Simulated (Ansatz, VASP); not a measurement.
# One calculation of ZnS, two programs

File POSCAR:

```
ZnS
1.0
    0.0771858376      2.6940955541      2.6940955541
    2.6940955541      0.0771858376      2.6940955541
    2.7712813917      2.7712813917      0.0000000000
Zn S
1 1
Direct
    0.2449123997      0.2449123997      0.2550876003
    0.0050876003      0.0050876003     -0.0050876003
```

INCAR.step1

```
SYSTEM = ZnS
PREC = Accurate ; ENCUT = 520
ISMEAR = 0 ; SIGMA = 0.01
LREAL = .FALSE. ; LASPH = .TRUE.
NELM = 80 ; NBANDS = 16
GGA = PE ; ALGO = Normal
EDIFF = 1E-4 ; LWAVE = .TRUE.
LCHARG = .FALSE.
```

The input INCAR.step2:

```
SYSTEM = ZnS
PREC = Accurate ; ENCUT = 520
EDIFF = 1E-6 ; ISMEAR = 0
SIGMA = 0.01 ; LREAL = .FALSE.
LASPH = .TRUE. ; NELM = 80
ALGO = Normal ; ISIF = 2
LWAVE = .FALSE. ; LCHARG = .TRUE.
METAGGA = R2SCAN ; LMIXTAU = .TRUE.
LELF = .TRUE. ; LVHAR = .TRUE.
NBANDS = 16 ; ISTART = 1
```

The input KPOINTS:

```
regular mesh
0
G
  8 8 8
  0 0 0
```

Input for Ansatz:

```yaml
crystal:
  lattice:
    - [0.0771858376, 2.6940955541, 2.6940955541]
    - [2.6940955541, 0.0771858376, 2.6940955541]
    - [2.7712813917, 2.7712813917, 0.0]
  atoms:
    - { symbol: Zn, position: [0.2449123997, 0.2449123997, 0.2550876003] }
    - { symbol: S, position: [0.0050876003, 0.0050876003, -0.0050876003] }
kpoints:
  mp_grid: { grid: [8, 8, 8] }
  band_path:
    path:
      - [0.0, 0.0, 0.0]
      - [-0.5, -0.5, 0.0]
      - [-0.375, -0.375, 0.25]
      - [-0.375, 0.0, 0.375]
      - [0.0, 0.0, 0.5]
      - [-0.5, -0.25, 0.25]
    npoints: 1
hamiltonian:
  xc: r2scan
scf:
  occupations: { method: fixed }
  n_extra_bands: 4
output:
  forces: true
  stress: true
  eigenvalues: true
```

Change from the starting cell: shear_xy strain +5.7%.

Alike in both runs: task single point; functional r2SCAN; k mesh 8 × 8 × 8; no spin polarisation.

|  | VASP | Ansatz |
| --- | --- | --- |
| version | VASP 6.6.1 | Ansatz 0.2.0 |
| potentials or method | VASP PAW PBE potentials, release 64 (Zn, S) | plane waves, PAW |
| plane-wave cutoff (eV) | 520 | 500 |
| occupations | gaussian, width 0.01 eV | fixed |
| valence electrons in the cell | 18 | 18 |

Ansatz gave:

```
gap on the k mesh at the Fermi level (eV)                     : 2.49
pressure (GPa)                                                : 0.1
traceless stress, the component that is largest in VASP (GPa) : -2.89
```

Task: Estimate VASP's values.

Result: gap on the k mesh at the Fermi level (eV): 2.50; pressure (GPa): 0.1; traceless stress, the component that is largest in VASP (GPa): -2.89.

VASP's potentials were made for PBE, not for r2SCAN.
